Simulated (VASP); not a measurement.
Runs of VASP 6.6.1 on As. The structure is that of space group R-3m (No. 166), or close to it. The cells are those of the table. 

```csv
task,cell,cutoff (eV),gap on the mesh (eV),pressure (GPa),largest force (eV/Å)
single point,"a = 4.229 Å, angles 53.5°, 2 atoms",520,none,0.3,0.05
single point,"a = 4.328 Å, angles 52.1°, 2 atoms",520,none,(b),0.05
relaxation of cell and atoms,"relaxed from a = 4.131 Å, angles 54.2°, 2 atoms",600,none,0.0,-
single point,"a = 4.456 Å, angles 50.2°, 2 atoms",520,none,-0.5,0.05
single point,"a = 4.139 Å, angles 54.7°, 2 atoms",520,none,1.2,0.05
relaxation of shape and atoms at fixed volume,"relaxed from a = 4.096 Å, angles 54.7°, 2 atoms",600,none,2.3,0.01
single point,"a = 4.062 Å, angles 55.7°, 2 atoms",520,none,(a),0.05
```

Alike in all rows: level PBE; potentials or basis VASP PAW PBE potentials, release 64 (As); no spin polarisation; k mesh 12 × 12 × 12; smearing gaussian 0.1 eV.

Problem. Estimate the missing entries.

Solution. (a) 2.5; (b) -0.4.

A k mesh can miss the band edges, and the runs leave out spin-orbit coupling on As.

A gap of «none» marks levels without a gap at the run's occupations.
